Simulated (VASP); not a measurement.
EuO:

```
Eu O
1.0
     0.00000    2.57195    2.57195
     2.57195    0.00000    2.57195
     2.57195    2.57195    0.00000
Eu O
1 1
Direct
  0.00000 0.00000 0.00000
  0.50000 0.50000 0.50000
```

Base run:

```yaml
Program: VASP 6.6.1
Functional: LDA
Potentials_or_basis: VASP PAW PBE potentials, release 64 (Eu, O)
Cutoff: 600 eV
k_mesh: 9 × 9 × 9
Occupations: fermi-dirac, width 0.1 eV
Spin: collinear spin, ferromagnetic start
Starting_moments: "[7.0, 0.0] μB"
```

Its results: pressure -13.3 GPa; net moment 6.87 μB per cell; site moments Eu +6.55; O -0.07 μB.

Question: The run is repeated on the same cell with these changes: hubbard terms from none to Eu f U = 6.0 eV. What comes out?

Answer: Pressure -7.2 GPa; net moment 7.00 μB per cell; site moments Eu +6.74; O -0.08 μB.

Caveats: the PAW data sets were made with another functional, which shifts forces and pressure a little; a cell with one magnetic atom can't hold antiferromagnetic order, which such compounds often take.
